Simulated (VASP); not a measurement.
Runs of VASP 6.6.1 on Sc. The structure is that of space group Fm-3m (No. 225), or close to it. The cells are those of the table. 

```tsv
task	level	cell	cutoff (eV)	smearing	gap on the mesh (eV)	pressure (GPa)
single point	PBE	a = 3.202, b = 3.216, c = 3.226 Å, angles 61.4, 61.3, 62.2°, 1 atom	520	gaussian 0.1 eV	none	0.7
relaxation of cell and atoms	PBE+D3(BJ)	relaxed from a = 3.202, b = 3.216, c = 3.226 Å, angles 61.4, 61.3, 62.2°, 1 atom	600	methfessel-paxton 0.2 eV	none	0.0
single point	PBE+D3(BJ)	a = 3.209, b = 3.209, c = 3.212 Å, angles 60.0, 60.0, 60.1°, 1 atom	520	methfessel-paxton 0.2 eV	none	0.0
single point	RPBE	a = 3.202, b = 3.216, c = 3.226 Å, angles 61.4, 61.3, 62.2°, 1 atom	520	gaussian 0.05 eV	none	(a)
```

Alike in all rows: potentials or basis VASP PAW PBE potentials, release 64 (Sc_sv); no spin polarisation; k mesh 10 × 10 × 10.

Task: Estimate the missing entries.

Result: (a) 2.8.

Caveats: the PAW data sets were made with another functional, which shifts forces and pressure a little (at least some runs).

A gap of «none» marks levels without a gap at the run's occupations.
